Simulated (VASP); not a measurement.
# H2Pb (I4_1/amd) in VASP: settings compared, part 2 of 2

VASP 6.6.1.

## 3. Single point, r2SCAN+rVV10

This run uses another cell than the first one, of 18.24 Å³/atom.

POSCAR reads:

```
H2Pb
1.0
   -2.1247372726      2.1247372726      6.0599538983
    2.1247372726     -2.1247372726      6.0599538983
    2.1247372726      2.1247372726     -6.0599538983
Pb H
2 4
Direct
    0.7500000000      0.2500000000      0.5000000000
    0.0000000000      0.0000000000      0.0000000000
    0.5525544504      0.0525544504      0.5000000000
    0.8025544504      0.8025544504      0.0000000000
    0.1974455496      0.1974455496      0.0000000000
    0.9474455496      0.4474455496      0.5000000000
```

INCAR.step1 reads:

```
PREC     = Accurate       # precision mode
ENCUT    = 520            # plane-wave cutoff, eV
ISMEAR   = -1             # smearing method
SIGMA    = 0.03           # smearing width, eV
LREAL    = False          # projectors in reciprocal space
LASPH    = True           # aspherical terms in the spheres
NELM     = 60             # most SCF steps
NBANDS   = 25             # bands
GGA      = PE             # functional
ALGO     = Normal         # electronic algorithm
EDIFF    = 1E-4           # SCF threshold, eV
LWAVE    = True           # write WAVECAR
LCHARG   = False          # write CHGCAR
```

INCAR.step2 reads:

```
PREC     = Accurate       # precision mode
ENCUT    = 520            # plane-wave cutoff, eV
EDIFF    = 1E-6           # SCF threshold, eV
ISMEAR   = -1             # smearing method
SIGMA    = 0.03           # smearing width, eV
LREAL    = False          # projectors in reciprocal space
LASPH    = True           # aspherical terms in the spheres
NELM     = 60             # most SCF steps
ALGO     = Normal         # electronic algorithm
ISIF     = 2              # what is computed and relaxed
LWAVE    = False          # write WAVECAR
LCHARG   = False          # write CHGCAR
METAGGA  = R2SCAN         # meta-GGA
LMIXTAU  = True         
LUSE_VDW = True         
IVDW_NL  = 2            
BPARAM   = 11.95        
CPARAM   = 0.0093       
NBANDS   = 25             # bands
ISTART   = 1
```

KPOINTS reads:

```
regular mesh
0
Gamma
  8 8 8
```

Potentials or basis: VASP PAW PBE potentials, release 64 (Pb_d, H).

On the command line:

```bash
$ cat potpaw_PBE.64/Pb_d/POTCAR potpaw_PBE.64/H/POTCAR > POTCAR
$ cp INCAR.step1 INCAR
$ mpirun -np 1 vasp_std > vasp.out
$ cp INCAR.step2 INCAR
$ mpirun -np 1 vasp_std > vasp.out
```

OUTCAR:

```text
PREC = Accurate
   ENCUT = 520
   EDIFF = 1E-6
   ISMEAR = -1
   LREAL = False
   LASPH = True
   NELM = 60
   ISIF = 2
   METAGGA = R2SCAN
   IVDW_NL = 2
   BPARAM = 11.95
   ISTART = 1

 ion  position               nearest neighbor table
   1  0.750  0.250  0.500-   4 2.22   5 2.22   4 2.22   5 2.22   3 2.39   6 2.39   2 3.70   2 3.70
                             2 3.70   2 3.70
   2  0.000  0.000  0.000-   3 2.22   6 2.22   3 2.22   6 2.22   5 2.39   4 2.39   1 3.70   1 3.70
                             1 3.70   1 3.70
   3  0.553  0.053  0.500-   2 2.22   2 2.22   1 2.39
   4  0.803  0.803  0.000-   1 2.22   1 2.22   2 2.39
   5  0.197  0.197  0.000-   1 2.22   1 2.22   2 2.39
   6  0.947  0.447  0.500-   2 2.22   2 2.22   1 2.39

  LATTYP: Found a body centered tetragonal cell.
 ALAT       =     4.2494745452
 C/A-ratio  =     2.8520956339

  Lattice vectors:

 A1 = (  -2.1247372726,   2.1247372726,   6.0599538983)
 A2 = (   2.1247372726,  -2.1247372726,   6.0599538983)
 A3 = (   2.1247372726,   2.1247372726,  -6.0599538983)

Analysis of symmetry for initial positions (statically):
=====================================================================
 Subroutine PRICEL returns:
 Original cell was already a primitive cell.

 Routine SETGRP: Setting up the symmetry group for a
 body centered tetragonal supercell.

 Subroutine GETGRP returns: Found 16 space group operations
 (whereof  8 operations were pure point group operations)
 out of a pool of 16 trial point group operations.

The static configuration has the point symmetry D_2d.
 The point group associated with its full space group is D_4h.

Analysis of symmetry for dynamics (positions and initial velocities):
=====================================================================
 Subroutine PRICEL returns:
 Original cell was already a primitive cell.

 Routine SETGRP: Setting up the symmetry group for a
 body centered tetragonal supercell.

 Subroutine GETGRP returns: Found 16 space group operations
 (whereof  8 operations were pure point group operations)
 out of a pool of 16 trial point group operations.

The dynamic configuration has the point symmetry D_2d.
 The point group associated with its full space group is D_4h.

 Subroutine INISYM returns: Found 16 space group operations
 (whereof  8 operations are pure point group operations),
 and found     1 'primitive' translations

----------------------------------------------------------------------------------------

                                     Primitive cell

  volume of cell :     109.4309

  direct lattice vectors                    reciprocal lattice vectors
    -2.124737273  2.124737273  6.059953898     0.000000000  0.235323212  0.082508879
     2.124737273 -2.124737273  6.059953898     0.235323212  0.000000000  0.082508879
     2.124737273  2.124737273 -6.059953898     0.235323212  0.235323212  0.000000000

  length of vectors
     6.764026774  6.764026774  6.764026774     0.249368661  0.249368661  0.332797278

  position of ions in fractional coordinates (direct lattice)
     0.750000000  0.250000000  0.500000000
     0.000000000  0.000000000  0.000000000
[... 39 lines left out ...]

 Following reciprocal coordinates:
            Coordinates               Weight
  0.000000  0.000000  0.000000      1.000000
  0.125000  0.000000 -0.000000      8.000000
  0.250000  0.000000 -0.000000      8.000000
  0.375000  0.000000  0.000000      8.000000
  0.500000  0.000000 -0.000000      4.000000
  0.125000  0.125000 -0.000000      8.000000
[... 16 lines left out ...]
  0.250000  0.125000  0.125000     16.000000
  0.375000  0.125000  0.125000      8.000000
 [... further k-points ...]
   k-points           NKPTS =     59   k-points in BZ     NKDIM =     59   number of bands    NBANDS=     25
   number of dos      NEDOS =    301   number of ions     NIONS =      6
   total plane-waves  NPLWV = 125000
   dimension x,y,z NGX =    50 NGY =   50 NGZ =   50
   dimension x,y,z NGXF=   100 NGYF=  100 NGZF=  100
   ions per type =               2   4
   NGX,Y,Z   is equivalent  to a cutoff of  12.29, 12.29, 12.29 a.u.
   NGXF,Y,Z  is equivalent  to a cutoff of  24.58, 24.58, 24.58 a.u.
 SYSTEM =  unknown system
   PREC   = accura    normal or accurate (medium, high low for compatibility)
   ISTART =      1    job   : 0-new  1-cont  2-samecut
   ICHARG =      0    charge: 1-file 2-atom 10-const
   ISPIN  =      1    spin polarized calculation?
   LNONCOLLINEAR =      F non collinear calculations
   LSORBIT =      F    spin-orbit coupling
   LASPH  =      T    aspherical Exc in radial PAW
   ENCUT  =  520.0 eV  38.22 Ry    6.18 a.u.  12.58 12.58 12.58*2*pi/ulx,y,z
   NELM   =     60;   NELMIN=  2; NELMDL=  0     # of ELM steps
   EDIFF  = 0.1E-05   stopping-criterion for ELM
   LREAL  =      F    real-space projection
   EDIFFG = 0.1E-04   stopping-criterion for IOM
   NSW    =      0    number of steps for IOM
   IBRION =     -1    ionic relax: 0-MD 1-quasi-New 2-CG
   NFREE  =      0    steps in history (QN), initial steepest desc. (CG)
   ISIF   =      2    stress and relaxation
   ISYM   =      2    0-nonsym 1-usesym 2-fastsym
   POTIM  = 0.5000    time-step for ionic-motion
   TEBEG  =    0.0;   TEEND  =   0.0 temperature during run
   PSTRESS=    0.0 pullay stress
   NELECT =      32.0000    total number of electrons
   NUPDOWN=      -1.0000    fix difference up-down
   EMIN   =  10.00;   EMAX   =-10.00  energy-range for DOS
   EFERMI =   0.00;   METHOD = LEGACY
   ISMEAR =    -1;   SIGMA  =   0.03  broadening in eV -4-tet -1-fermi 0-gaus
   EFERMI_NEDOS =   21; number of points for ismear=-14 and -15
   IALGO  =     38    algorithm
   IMIX   =      4    mixing-type and parameters
     AMIX     =   0.40;   BMIX     =  1.00
     AMIX_MAG =   1.60;   BMIX_MAG =  1.00
  volume/ion in A,a.u.               =      18.24       123.08
  Fermi-wavevector in a.u.,A,eV,Ry     =   1.086621  2.053417 16.065024  1.180746
  Thomas-Fermi vector in A             =   2.222762
   LORBIT       =      0    0 simple, 1 ext, 2 COOP (PROOUT), +10 PAW based schemes
   METAGGA = R2SCAN    functional components
   LHFCALC =     F    Hartree Fock is set to
   AEXX    =    0.0000 exact exchange contribution
   IVDW_NL    =     2    kernel type
   BPARAM     =11.9500
   IVDW    =     0    specifies the selected vdW correction
   LEPSILON=     F    determine dielectric tensor
   LRPA    =     F    only Hartree local field effects (RPA)
 non-spin polarized calculation
  energy-cutoff  :      520.00
  volume of cell :      109.43
 maximum number of plane-waves:      2963
   NGX = 25   NGY = 25   NGZ = 25

 number of electron      32.0000001 magnetization

 Free energy of the ion-electron system (eV)
  ---------------------------------------------------
  ext. energy  EPLUGINS =         0.00000000
  ---------------------------------------------------
  free energy    TOTEN  =      -122.62130440 eV

  energy without entropy =     -122.61979367  energy(sigma->0) =     -122.62054903

 E-fermi :   3.3842     XC(G=0):  -8.6451

 val. band max:        3.3672497496   @ k =  -0.3750  -0.3750   0.3750
 cond. band min:       3.4197548099   @ k =  -0.1250  -0.2500   0.1250
 fundamental gap:      0.0525050603
 Fermi energy:         3.3842369920

 k-point     1 :       0.0000    0.0000    0.0000
  band No.  band energies     occupation
      1     -14.7658      2.00000
      2     -14.7525      2.00000
      3     -14.7449      2.00000
      4     -14.7043      2.00000
      5     -14.7043      2.00000
      6     -14.6982      2.00000
[... 661 lines left out ...]
     24      10.5478      0.00000
     25      12.5229      0.00000

 [... further k-points ...]

------------------------ aborting loop because EDIFF is reached ----------------------------------------

  FORCE on cell =-STRESS in cart. coord.  units (eV):
  Direction    XX          YY          ZZ          XY          YZ          ZX
  --------------------------------------------------------------------------------------
  -------------------------------------------------------------------------------------
  Total        0.0053911      0.0053911     -0.0056847      0.0000000     -0.0000000      0.0000000
  in kB        0.0789314      0.0789314     -0.0832297      0.0000000     -0.0000000      0.0000000
  external PRESSURE =       0.0248777 kB  Pullay stress =       0.0000000 kB

 VOLUME and BASIS-vectors are now :
 -----------------------------------------------------------------------------
  energy-cutoff  :      520.00
  volume of cell :      109.43
      direct lattice vectors                 reciprocal lattice vectors
    -2.124737273  2.124737273  6.059953898     0.000000000  0.235323212  0.082508879
     2.124737273 -2.124737273  6.059953898     0.235323212  0.000000000  0.082508879
     2.124737273  2.124737273 -6.059953898     0.235323212  0.235323212  0.000000000

 POSITION                                       TOTAL-FORCE (eV/Angst)
 -----------------------------------------------------------------------------------
      0.00000      2.12474      3.02998        -0.000000     -0.000000     -0.000000
      0.00000      0.00000      0.00000        -0.000000     -0.000000      0.000000
      0.00000      2.12474      0.63696         0.000000      0.000000     -0.001716
      0.00000      0.00000      9.72689         0.000000      0.000000     -0.001716
      0.00000      0.00000      2.39302        -0.000000     -0.000000      0.001716
      0.00000      2.12474      5.42300        -0.000000     -0.000000      0.001716
 -----------------------------------------------------------------------------------
    total drift:                               -0.000000     -0.000000      0.000000

  FREE ENERGIE OF THE ION-ELECTRON SYSTEM (eV)
  ---------------------------------------------------
  free  energy   TOTEN  =      -122.6213043986 eV

  energy  without entropy=     -122.6197936698  energy(sigma->0) =     -122.62054903
```

Wall time 18 min (1 thread of Intel Xeon Platinum 8488C (Sapphire Rapids), shared host); peak memory 0.9 GiB.

What came out:

| Property | Result |
| --- | --- |
| Free energy | -122.6213 eV |
| Pressure | 0.0 GPa |
| Band gap on the k mesh | zero (bands 16 and 17 overlap by 1.29 eV) |

Caveat: the PAW data sets were made with another functional, which shifts forces and pressure a little; spin-orbit coupling is left out, which moves the levels of the heavy elements.

## 4. Relaxation of cell and atoms, PBEsol

This run uses another cell than the first one, of 10.17 Å³/atom.

INCAR reads:

```
SYSTEM = H2Pb
ALGO = Normal
EDIFF = 1E-7
EDIFFG = -0.01
ENCUT = 600
GGA = PS
IBRION = 2
ISIF = 3
ISMEAR = -1
LASPH = .TRUE.
LCHARG = .FALSE.
LREAL = .FALSE.
LWAVE = .FALSE.
NELM = 60
NSW = 100
PREC = Accurate
SIGMA = 0.03
```

KPOINTS reads:

```
k-points
0
G
  8 8 8
  0 0 0
```

POSCAR reads:

```
H2Pb
1.0
   -1.8249395700      1.8249395700      4.5805983207
    1.8249395700     -1.8249395700      4.5805983207
    1.8249395700      1.8249395700     -4.5805983207
Pb H
2 4
Direct
    0.7500000000      0.2500000000      0.5000000000
    0.0000000000      0.0000000000      0.0000000000
    0.5420000000      0.0420000000      0.5000000000
    0.7920000000      0.7920000000      0.0000000000
    0.2080000000      0.2080000000      0.0000000000
    0.9580000000      0.4580000000      0.5000000000
```

On the command line:

```bash
$ cat potpaw_PBE.64/Pb_d/POTCAR potpaw_PBE.64/H/POTCAR > POTCAR
$ mpirun -np 1 vasp_std > vasp.out
```

Run time: 18 min. Hardware: 1 thread of Intel Xeon Platinum 8488C (Sapphire Rapids), shared host; peak memory 0.32 GiB.

Results (log left out):

```yaml
Free_energy: -18.3640 eV
Relaxed_volume: 17.84 Å³/atom
Relaxed_cell: a = 6.674 Å, b = 6.674 Å, c = 6.674 Å, α = 142.99°, β = 142.99°, γ = 53.34°
Space_group_after_relaxing_to_0.1_Å: I4_1/amd (No. 141)
Energy_gained_by_relaxing: 936.8 meV/atom
Ionic_steps: 13
Pressure_after_relaxing: 0.1 GPa
Largest_force_after_relaxing: 0.008 eV/Å
Band_gap_on_the_k_mesh: zero (bands 16 and 17 overlap by 1.16 eV)
```

Forces in eV/Å, atoms in the order of the input:
```
Pb   0.000  0.000  0.000
Pb   0.000  0.000  0.000
H    0.000  0.000  0.008
H    0.000  0.000  0.008
H    0.000  0.000 -0.008
H    0.000  0.000 -0.008
```

The path:
```csv
step,energy change (eV),largest force (eV/Å),pressure (GPa),volume (Å³)
1,0.0000,1.1141,61.29,61.02
2,-5.4995,0.2714,1.58,102.08
3,-5.5102,0.2838,0.90,103.83
4,-5.5301,0.2484,0.73,104.41
5,-5.5659,0.1321,0.35,106.13
6,-5.5693,0.0667,0.21,106.93
7,-5.5885,0.0709,-0.23,108.13
8,-5.6029,0.0660,-0.99,110.70
9,-5.6171,0.0437,-0.44,108.64
10,-5.6198,0.0309,-0.09,107.39
11,-5.6198,0.0297,-0.06,107.28
12,-5.6206,0.0128,0.03,107.11
13,-5.6207,0.0079,0.06,107.06
```

Final structure:
```
Pb H
1.0
    -2.11836    2.11836    5.96415
     2.11836   -2.11836    5.96415
     2.11836    2.11836   -5.96415
Pb H
2 4
Direct
  0.75000 0.25000 0.50000
  0.00000 0.00000 0.00000
  0.55148 0.05148 0.50000
  0.80148 0.80148 0.00000
  0.19852 0.19852 0.00000
  0.94852 0.44852 0.50000
```

Levels at points of the mesh, in eV from the Fermi level:
| k point | band 14 | band 15 | band 16 | band 17 | band 18 | band 19 |
| --- | --- | --- | --- | --- | --- | --- |
| (0.00, 0.00, 0.00) | -2.04 | -0.93 | 0.86 | 0.86 | 1.28 | 1.28 |
| (0.50, 0.00, 0.00) | -5.17 | -1.48 | -1.32 | 0.97 | 1.14 | 2.59 |
| (0.50, 0.50, 0.00) | -5.53 | -4.18 | -4.18 | 1.45 | 1.45 | 2.29 |
| (0.50, 0.50, 0.50) | -2.21 | -0.88 | -0.88 | -0.02 | -0.02 | 2.83 |

Caveat: the volume moved by over 15 % at a fixed basis, so the end points are rough; the PAW data sets were made with another functional, which shifts forces and pressure a little; spin-orbit coupling is left out, which moves the levels of the heavy elements.

## 5. The runs side by side

```tsv
task	level	cell	cutoff (eV)	gap on the mesh (eV)	pressure (GPa)
single point	PBEsol	a = 6.721 Å, angles 143.2, 143.2, 53.0°, 6 atoms, atomic positions A	520	none	-0.1
single point	r2SCAN+rVV10	a = 6.764 Å, angles 143.4, 143.4, 52.7°, 6 atoms, atomic positions A	520	none	0.0
relaxation of cell and atoms	PBEsol	relaxed from a = 5.258 Å, angles 139.4, 139.4, 58.8°, 6 atoms, atomic positions B	600	none	0.1
```

Alike in all rows: potentials or basis VASP PAW PBE potentials, release 64 (Pb_d, H); no spin polarisation; k mesh 8 × 8 × 8; smearing fermi-dirac 0.03 eV.

Caveats: the PAW data sets were made with another functional, which shifts forces and pressure a little; spin-orbit coupling is left out, which moves the levels of the heavy elements; the volume moved by over 15 % at a fixed basis, so the end points are rough (at least some runs).

Absolute energies hang on the potentials; compare differences alone.

The gap in the log of VASP goes by the Fermi energy; the results here count the filled bands.